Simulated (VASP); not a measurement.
A run of VASP 6.6.1 is set up as follows.

Contents of INCAR:

```
PREC = Accurate
ENCUT = 520
EDIFF = 1E-6
ISMEAR = 0
SIGMA = 0.05
LREAL = F
LASPH = T
NELM = 100
ALGO = Normal
ISIF = 2
LWAVE = F
LCHARG = F
GGA = PE
IVDW = 12
NBANDS = 20
```

The input KPOINTS:

```
Automatic mesh
0
Gamma
  12 12 4
```

POSCAR

```
MoS2
1.0
    3.1497239970      0.0000000000      0.0000000000
   -1.5748619985      2.7277409963      0.0000000000
    0.0000000000      0.0000000000      6.6475426602
Mo S
1 2
Direct
    0.0000000000      0.0000000000      0.0000000000
    0.3333333333      0.6666666667      0.2375496315
    0.3333333333      0.6666666667      0.7662111567
```

Potentials or basis: VASP PAW PBE potentials, release 64 (Mo_sv, S).

The run is started by

```sh
$ cat potpaw_PBE.64/Mo_sv/POTCAR potpaw_PBE.64/S/POTCAR > POTCAR
$ mpirun -np 1 vasp_std > vasp.out
```

Question: Estimate the pressure.

Answer: -0.1 GPa.

Question: Predict the band gap on the k mesh.

Answer: 1.21 eV (least direct gap 1.76 eV).

Question: What does it give for the dispersion energy per atom?

Answer: -0.398 eV.

Forces in eV/Å, atoms in the order of the input:
```
Mo   0.000  0.000  0.381
S    0.000  0.000 -0.200
S    0.000  0.000 -0.182
```

Caveat: the cell differs from its parent crystal (all S atoms moved +0.013 Å, as atom 2 along Cartesian [0 0 1]). A k mesh can miss the band edges.
